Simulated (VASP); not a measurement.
Write the native input for VASP 6.6.1 that does the following.

* Task: relaxation of cell and atoms
* Functional: BLYP
* Potentials or basis: VASP PAW PBE potentials, release 64 (Mg)
* Cutoff: 600 eV
* k mesh: 11 × 11 × 11
* Occupations: fermi-dirac, width 0.1 eV
* Spin: no spin polarisation
* Dipole correction: no
* Further INCAR settings: ALGO = Normal; EDIFF = 1e-07; IBRION = 2; EDIFFG = -0.01; NSW = 80; ISIF = 3

The structure of Mg lies in POSCAR:

```
Mg
1.0
    2.9277513048      0.0000000000      0.0000000000
    0.0000000000      2.9277513048      0.0000000000
    0.0000000000      0.0000000000      2.9277513048
Mg
1
Direct
    0.0000000000      0.0000000000      0.0000000000
```

One way to write it, as run:

INCAR

```
PREC     = Accurate       # precision mode
ENCUT    = 600            # plane-wave cutoff, eV
EDIFF    = 1E-7           # SCF threshold, eV
ISMEAR   = -1             # smearing method
SIGMA    = 0.1            # smearing width, eV
LREAL    = False          # projectors in reciprocal space
LASPH    = True           # aspherical terms in the spheres
NELM     = 120            # most SCF steps
ALGO     = Normal         # electronic algorithm
ISIF     = 3              # what is computed and relaxed
LWAVE    = False          # write WAVECAR
LCHARG   = False          # write CHGCAR
GGA      = B5             # functional
ALDAX    = 1.0          
AGGAX    = 1.0          
AGGAC    = 1.0          
ALDAC    = 0.0          
IBRION   = 2              # ionic algorithm
NSW      = 80             # ionic steps
EDIFFG   = -0.01          # ionic threshold
GGA_COMPAT= False        
NELMIN   = 4
```

KPOINTS

```
Automatic mesh
0
Gamma
  11 11 11
```

Potentials or basis: VASP PAW PBE potentials, release 64 (Mg).

Launch:

```bash
$ cat potpaw_PBE.64/Mg/POTCAR > POTCAR
$ mpirun -np 1 vasp_std > vasp.out
```

Results of the run:

The relaxed volume is 29.66 Å³/atom and the relaxed cell is a = 3.095 Å, b = 3.095 Å, c = 3.095 Å, α = 90.00°, β = 90.00°, γ = 90.00°. The space group after relaxing (to 0.05 Å) is Pm-3m (No. 221) and the energy gained by relaxing is 47.9 meV/atom. The ionic steps are 4. The pressure after relaxing is 0.0 GPa and the band gap on the k mesh is zero (band 1 reaches 4.94 eV, above the bottom of band 2 at 0.61 eV).

Caveat: the volume moved by over 15 % at a fixed basis, so the end points are rough; the PAW data sets were made with another functional, which shifts forces and pressure a little.

It took 38 s on 1 thread of Intel Xeon 8259CL, with other jobs on the host, peak memory 0.14 GiB.
